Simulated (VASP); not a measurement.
Write the native input for VASP 6.6.1 that does the following.

```
Task                   : single point
Functional             : r2SCAN
Dispersion             : D4
Potentials or basis    : VASP PAW PBE potentials, release 64 (Al, N)
Cutoff                 : 520 eV
k mesh                 : 10 × 10 × 10
Occupations            : fermi-dirac, width 0.05 eV
Spin                   : no spin polarisation
Dipole correction      : no
Further INCAR settings : ALGO = Normal; EDIFF = 1e-06; NBANDS = 11
```

The system is AlN.

```
CELL_PARAMETERS angstrom
0.00000 2.18399 2.18399
2.18399 0.00000 2.18399
2.18399 2.18399 0.00000
ATOMIC_POSITIONS crystal
Al 0.00000 0.00000 0.00000
N 0.25000 0.25000 0.25000
```

One way to write it, as run:

POSCAR

```
AlN
1.0
    0.0000000000      2.1839935596      2.1839935596
    2.1839935596      0.0000000000      2.1839935596
    2.1839935596      2.1839935596      0.0000000000
Al N
1 1
Direct
    0.0000000000      0.0000000000      0.0000000000
    0.2500000000      0.2500000000      0.2500000000
```

INCAR.step1

```
SYSTEM = AlN
ALGO = Normal ; EDIFF = 1E-4
ENCUT = 520 ; GGA = PE
ISMEAR = -1 ; LASPH = .True.
LCHARG = .False. ; LREAL = .False.
LWAVE = .True. ; NBANDS = 11
NELM = 80 ; PREC = Accurate
SIGMA = 0.05
```

INCAR.step2

```
SYSTEM = AlN
ALGO = Normal ; EDIFF = 1E-6
ENCUT = 520 ; ISIF = 2
ISMEAR = -1 ; ISTART = 1
IVDW = 13 ; LASPH = .True.
LCHARG = .False. ; LMIXTAU = .True.
LREAL = .False. ; LWAVE = .False.
METAGGA = R2SCAN ; NBANDS = 11
NELM = 80 ; PREC = Accurate
SIGMA = 0.05 ; VDW_A1 = 0.51559235
VDW_A2 = 5.77342911 ; VDW_S6 = 1.0
VDW_S8 = 0.6018749
```

KPOINTS

```
k-points
0
Gamma
  10 10 10
  0 0 0
```

Potentials or basis: VASP PAW PBE potentials, release 64 (Al, N).

Run with:

```sh
$ cat potpaw_PBE.64/Al/POTCAR potpaw_PBE.64/N/POTCAR > POTCAR
$ cp INCAR.step1 INCAR
$ mpirun -np 1 vasp_std > vasp.out
$ cp INCAR.step2 INCAR
$ mpirun -np 1 vasp_std > vasp.out
```

Results of the run:

```yaml
Pressure: -1.8 GPa
Band_gap_on_the_k_mesh: 3.93 eV, indirect (least direct gap 4.89 eV)
Dispersion_energy_per_atom: -0.115 eV
```

Caveat: the PAW data sets were made with another functional, which shifts forces and pressure a little.

Run time: 59 s on 1 thread of AMD EPYC 7R43 64-Core Processor (Zen 3), on a shared host, peak memory 0.11 GiB.
